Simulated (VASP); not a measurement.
# Hf4F in VASP: further runs, part 2 of 2

VASP 6.6.1. Earlier steps stand in the parts before.

**4. Single point, PBE**

The input, INCAR:

```
ALGO = Normal
DIPOL = 0.5 0.5 0.366
EDIFF = 1E-7
ENCUT = 520
GGA = PE
IDIPOL = 3
ISIF = 2
ISMEAR = 0
LASPH = True
LCHARG = False
LDIPOL = True
LREAL = False
LWAVE = False
NBANDS = 32
NELM = 80
PREC = Accurate
SIGMA = 0.1
```

The input, KPOINTS:

```
k-points
0
Gamma
  9 9 1
```

The input, POSCAR:

```
Hf4F
1.0
    3.2048170381      0.0000000000      0.0000000000
   -1.6024085190      2.7754529695      0.0000000000
    0.0000000000      0.0000000000     24.5281466259
Hf F
4 1
Direct
    0.6666666667      0.3333333333      0.1630779553
    0.3333333333      0.6666666667      0.2663815885
    0.6666666667      0.3333333333      0.3732987945
    0.3333333333      0.6666666667      0.4699966451
    1.1111111111     -0.1111111111      0.5552048768
```

Potentials or basis: VASP PAW PBE potentials, release 64 (Hf_pv, F).

On the command line:

```console
cat potpaw_PBE.64/Hf_pv/POTCAR potpaw_PBE.64/F/POTCAR > POTCAR
mpirun -np 1 vasp_std > vasp.out
```

OUTCAR:

```text
EDIFF = 1E-7
   ENCUT = 520
   GGA = PE
   ISIF = 2
   ISMEAR = 0
   LASPH = True
   LREAL = False
   NELM = 80
   PREC = Accurate

 ion  position               nearest neighbor table
   1  0.667  0.333  0.163-   2 3.14   2 3.14   2 3.14
   2  0.333  0.667  0.266-   1 3.14   1 3.14   1 3.14   3 3.21   3 3.21   3 3.21
   3  0.667  0.333  0.373-   4 3.01   4 3.01   4 3.01   2 3.21   2 3.21   2 3.21
   4  0.333  0.667  0.470-   5 2.43   3 3.01   3 3.01   3 3.01
   5  0.111  0.889  0.555-   4 2.43

  LATTYP: Found a hexagonal cell.
 ALAT       =     3.2048170381
 C/A-ratio  =     7.6535247829

  Lattice vectors:

 A1 = (   3.2048170381,   0.0000000000,   0.0000000000)
 A2 = (  -1.6024085190,   2.7754529695,   0.0000000000)
 A3 = (   0.0000000000,   0.0000000000,  24.5281466259)

Analysis of symmetry for initial positions (statically):
=====================================================================
 Subroutine PRICEL returns:
 Original cell was already a primitive cell.

 Routine SETGRP: Setting up the symmetry group for a
 hexagonal supercell.

 Subroutine GETGRP returns: Found  2 space group operations
 (whereof  2 operations were pure point group operations)
 out of a pool of 24 trial point group operations.

The static configuration has the point symmetry C_1h.

Analysis of symmetry for dynamics (positions and initial velocities):
=====================================================================
 Subroutine PRICEL returns:
 Original cell was already a primitive cell.

 Routine SETGRP: Setting up the symmetry group for a
 hexagonal supercell.

 Subroutine GETGRP returns: Found  2 space group operations
 (whereof  2 operations were pure point group operations)
 out of a pool of 24 trial point group operations.

The dynamic configuration has the point symmetry C_1h.

 Subroutine INISYM returns: Found  2 space group operations
[... 127 lines left out ...]
   GGA     = PE    functional components
   LHFCALC =     F    Hartree Fock is set to
   AEXX    =    0.0000 exact exchange contribution
   IVDW    =     0    specifies the selected vdW correction
   LEPSILON=     F    determine dielectric tensor
   LRPA    =     F    only Hartree local field effects (RPA)
 non-spin polarized calculation
 Gauss-broadening in eV      SIGMA  =   0.10
  energy-cutoff  :      520.00
  volume of cell :      218.17
 maximum number of plane-waves:      5922
   NGX = 11   NGY = 11   NGZ = 91

 dipolmoment           0.000000      0.000000     -0.008767 electrons x Angstroem

 number of electron      47.0000004 magnetization

 dipolmoment           0.000000      0.000000      0.219720 electrons x Angstroem

 Free energy of the ion-electron system (eV)
  ---------------------------------------------------
  ext. energy  EPLUGINS =         0.00000000
  ---------------------------------------------------
  free energy    TOTEN  =       -43.08438469 eV

  energy without entropy =      -43.05061693  energy(sigma->0) =      -43.06750081

 E-fermi :  -1.6303     XC(G=0):  -5.8177

 val. band max:       -1.6327148506   @ k =   0.3333   0.2222   0.0000
 cond. band min:      -1.6301853990   @ k =   0.1111  -0.0000   0.0000
 fundamental gap:      0.0025294516
 Fermi energy:        -1.6303344252

 k-point     1 :       0.0000    0.0000    0.0000
  band No.  band energies     occupation
      1     -32.9835      2.00000
      2     -32.7525      2.00000
      3     -32.5584      2.00000
      4     -32.5195      2.00000
      5     -32.2524      2.00000
      6     -32.2524      2.00000
[... 829 lines left out ...]
     31       1.4138      0.00000
     32       1.9461      0.00000

 [... further k-points ...]

------------------------ aborting loop because EDIFF is reached ----------------------------------------

 vacuum level on the upper side and lower side of the slab       (xc-potential included)         2.005        -2.383

  FORCE on cell =-STRESS in cart. coord.  units (eV):
  Direction    XX          YY          ZZ          XY          YZ          ZX
  --------------------------------------------------------------------------------------
  -------------------------------------------------------------------------------------
  Total       -1.6537501     -1.0914738     -9.1942261      0.4869456     -0.4159357      0.7204213
  in kB      -12.1444718     -8.0153421    -67.5186756      3.5759312     -3.0544633      5.2904827
  external PRESSURE =     -29.2261632 kB  Pullay stress =       0.0000000 kB

 VOLUME and BASIS-vectors are now :
 -----------------------------------------------------------------------------
  energy-cutoff  :      520.00
  volume of cell :      218.17
      direct lattice vectors                 reciprocal lattice vectors
     3.204817038  0.000000000  0.000000000     0.312030293  0.180150774  0.000000000
    -1.602408519  2.775452969  0.000000000     0.000000000  0.360301548  0.000000000
     0.000000000  0.000000000 24.528146626     0.000000000  0.000000000  0.040769489

 POSITION                                       TOTAL-FORCE (eV/Angst)
 -----------------------------------------------------------------------------------
      1.60241      0.92515      4.00000        -0.002232      0.001289      0.716549
     -0.00000      1.85030      6.53385         0.009724     -0.005614     -0.741539
      1.60241      0.92515      9.15633        -0.006304      0.003640     -0.304242
     -0.00000      1.85030     11.52815        -0.353713      0.204216      4.247151
     -1.06827      2.46707     13.61815         0.352524     -0.203530     -3.917918
 -----------------------------------------------------------------------------------
    total drift:                                0.000001     -0.000001     -0.001322

  FREE ENERGIE OF THE ION-ELECTRON SYSTEM (eV)
  ---------------------------------------------------
  free  energy   TOTEN  =       -43.0843846916 eV

  energy  without entropy=      -43.0506169250  energy(sigma->0) =      -43.06750081

 vacuum level on the upper side and lower side of the slab         7.059         2.574
```

OSZICAR:

```text
N       E                     dE             d eps       ncg     rms          rms(c)
DAV:   1     0.213610437455E+03    0.21361E+03   -0.25451E+04  2040   0.125E+03
DAV:   2    -0.298934720426E+02   -0.24350E+03   -0.23161E+03  1920   0.306E+02
DAV:   3    -0.466184593534E+02   -0.16725E+02   -0.16074E+02  2016   0.595E+01
[... 13 lines left out ...]
DAV:  64    -0.430843769534E+02   -0.99413E-05   -0.16763E-06  1928   0.560E-03    0.153E-02
DAV:  65    -0.430843794849E+02   -0.25315E-05   -0.56682E-07  1864   0.387E-03    0.115E-02
DAV:  66    -0.430843834428E+02   -0.39578E-05   -0.18788E-06  2040   0.793E-03    0.116E-02
DAV:  67    -0.430843846878E+02   -0.12450E-05   -0.37789E-07  1864   0.268E-03    0.887E-03
DAV:  68    -0.430843846916E+02   -0.37780E-08   -0.31354E-08  1040   0.109E-03
   1 F= -.43084385E+02 E0= -.43067501E+02  d E =-.337678E-01
```

stdout:

```text
POSCAR found type information on POSCAR HfF
 POSCAR found :  2 types and       5 ions
 scaLAPACK will be used
 LDA part: xc-table for (Slater+PW92), standard interpolation
 POSCAR, INCAR and KPOINTS ok, starting setup
 FFT: planning ... GRIDC
 FFT: planning ... GRID_SOFT
 FFT: planning ... GRID
 WAVECAR not read
 entering main loop
```

It took 12 min on 1 thread of Intel Xeon Platinum 8259CL at 2.50GHz (Skylake/Cascade Lake), shared host; peak memory 0.4 GiB.

Results:

| Item | Value |
| --- | --- |
| Free energy | -43.0844 eV |
| Largest force | 4.267 eV/Å |
| Band gap on the k mesh | zero (an odd number of electrons rules out a gap without spin polarisation) |

Forces on the atoms (eV/Å):
```
Hf  -0.002  0.001  0.717
Hf   0.010 -0.006 -0.742
Hf  -0.006  0.004 -0.304
Hf  -0.354  0.204  4.247
F    0.353 -0.204 -3.918
```

Caveat: spin-orbit coupling is left out, which moves the levels of the heavy elements; an odd number of electrons without spin polarisation forces a metal; a magnetic or distorted state may lie lower.

**5. Single point, PBE**

The input, INCAR:

```
SYSTEM = Hf4F
ALGO = Normal ; DIPOL = 0.5 0.5 0.369
EDIFF = 1E-6 ; ENCUT = 520
GGA = PE ; IDIPOL = 3
ISIF = 2 ; ISMEAR = 0
LASPH = .True. ; LCHARG = .False.
LDIPOL = .True. ; LREAL = .False.
LWAVE = .False. ; NBANDS = 32
NELM = 100 ; PREC = Accurate
SIGMA = 0.1
```

The input, KPOINTS:

```
k-points
0
Gamma
  9 9 1
  0 0 0
```

Edit POSCAR of step 4 so:

```diff
@@ -12,2 +12,2 @@
     0.3333333333      0.6666666667      0.4699966451
-    1.1111111111     -0.1111111111      0.5552048768
+    0.5555555556      0.4444444444      0.5706972826
```

Potentials or basis: VASP PAW PBE potentials, release 64 (Hf_pv, F).

On the command line:

```console
cat potpaw_PBE.64/Hf_pv/POTCAR potpaw_PBE.64/F/POTCAR > POTCAR
mpirun -np 1 vasp_std > vasp.out
```

OUTCAR:

```text
SYSTEM = Hf4F
   EDIFF = 1E-6
   ENCUT = 520
   GGA = PE
   ISIF = 2
   ISMEAR = 0
   LASPH = .True.
   LREAL = .False.
   NELM = 100
   PREC = Accurate

 ion  position               nearest neighbor table
   1  0.667  0.333  0.163-   2 3.14   2 3.14   2 3.14
   2  0.333  0.667  0.266-   1 3.14   1 3.14   1 3.14   3 3.21   3 3.21   3 3.21
   3  0.667  0.333  0.373-   4 3.01   4 3.01   4 3.01   2 3.21   2 3.21   2 3.21
   4  0.333  0.667  0.470-   5 2.76   3 3.01   3 3.01   3 3.01
   5  0.556  0.444  0.571-   4 2.76

  LATTYP: Found a hexagonal cell.
 ALAT       =     3.2048170381
 C/A-ratio  =     7.6535247829

  Lattice vectors:

 A1 = (   3.2048170381,   0.0000000000,   0.0000000000)
 A2 = (  -1.6024085190,   2.7754529695,   0.0000000000)
 A3 = (   0.0000000000,   0.0000000000,  24.5281466259)

Analysis of symmetry for initial positions (statically):
=====================================================================
 Subroutine PRICEL returns:
 Original cell was already a primitive cell.

 Routine SETGRP: Setting up the symmetry group for a
 hexagonal supercell.

[... 183 lines left out ...]
  band No.  band energies     occupation
      1     -33.4151      2.00000
      2     -33.2374      2.00000
      3     -32.9856      2.00000
      4     -32.9636      2.00000
      5     -32.7388      2.00000
      6     -32.7380      2.00000
[... 829 lines left out ...]
     31       0.9065      0.00000
     32       1.4557      0.00000

 [... further k-points ...]

------------------------ aborting loop because EDIFF is reached ----------------------------------------

 vacuum level on the upper side and lower side of the slab       (xc-potential included)         2.559        -3.300

  FORCE on cell =-STRESS in cart. coord.  units (eV):
  Direction    XX          YY          ZZ          XY          YZ          ZX
  --------------------------------------------------------------------------------------
  -------------------------------------------------------------------------------------
  Total       -1.3012598     -0.8561899    -10.1954245      0.3854419      0.4144696     -0.7178823
  in kB       -9.5559257     -6.2875122    -74.8710717      2.8305291      3.0436973     -5.2718370
  external PRESSURE =     -30.2381698 kB  Pullay stress =       0.0000000 kB

 VOLUME and BASIS-vectors are now :
 -----------------------------------------------------------------------------
  energy-cutoff  :      520.00
  volume of cell :      218.17
      direct lattice vectors                 reciprocal lattice vectors
     3.204817038  0.000000000  0.000000000     0.312030293  0.180150774  0.000000000
    -1.602408519  2.775452969  0.000000000     0.000000000  0.360301548  0.000000000
     0.000000000  0.000000000 24.528146626     0.000000000  0.000000000  0.040769489

 POSITION                                       TOTAL-FORCE (eV/Angst)
 -----------------------------------------------------------------------------------
      1.60241      0.92515      4.00000        -0.001544      0.000892      0.718341
     -0.00000      1.85030      6.53385         0.002188     -0.001263     -0.726640
      1.60241      0.92515      9.15633         0.035118     -0.020275     -0.325353
     -0.00000      1.85030     11.52815         0.222245     -0.128313      4.052562
      1.06827      1.23353     13.99815        -0.258007      0.148960     -3.718910
 -----------------------------------------------------------------------------------
    total drift:                               -0.000294      0.000170     -0.002525

  FREE ENERGIE OF THE ION-ELECTRON SYSTEM (eV)
  ---------------------------------------------------
  free  energy   TOTEN  =       -41.5440022969 eV

  energy  without entropy=      -41.5092352689  energy(sigma->0) =      -41.52661878

 vacuum level on the upper side and lower side of the slab         7.913         1.924
```

Run time: 12 min. Hardware: 1 thread of Intel Xeon Platinum 8488C (Sapphire Rapids), shared host; peak memory 0.4 GiB.

Results:

```
Free energy            : -41.5440 eV
Largest force          : 4.061 eV/Å
Band gap on the k mesh : zero (an odd number of electrons rules out a gap without spin polarisation)
```

Forces in eV/Å, atoms in the order of the input:
```
Hf  -0.002  0.001  0.718
Hf   0.002 -0.001 -0.727
Hf   0.035 -0.020 -0.325
Hf   0.222 -0.128  4.053
F   -0.258  0.149 -3.719
```

Levels at points of the mesh, in eV from the Fermi level:
```tsv
k point	band 22	band 23	band 24	band 25	band 26	band 27
(0.00, 0.00, 0.00)	0.28	0.71	0.93	0.95	1.15	1.16
```

Caveat: spin-orbit coupling is left out, which moves the levels of the heavy elements; an odd number of electrons without spin polarisation forces a metal; a magnetic or distorted state may lie lower.

**6. Overview**

| cell | gap on the mesh (eV) | largest force (eV/Å) |
| --- | --- | --- |
| as given, atomic positions A | none | 1.48 |
| as given, atomic positions B | none | 4.14 |
| as given, atomic positions C | none | 4.27 |
| as given, atomic positions D | none | 4.06 |

Alike in all rows: task single point; level PBE; potentials or basis VASP PAW PBE potentials, release 64 (Hf_pv, F); no spin polarisation; k mesh 9 × 9 × 1; cutoff (eV) 520; smearing gaussian 0.1 eV.

Caveats: spin-orbit coupling is left out, which moves the levels of the heavy elements; an odd number of electrons without spin polarisation forces a metal; a magnetic or distorted state may lie lower.

Absolute energies hang on the potentials; compare differences alone.
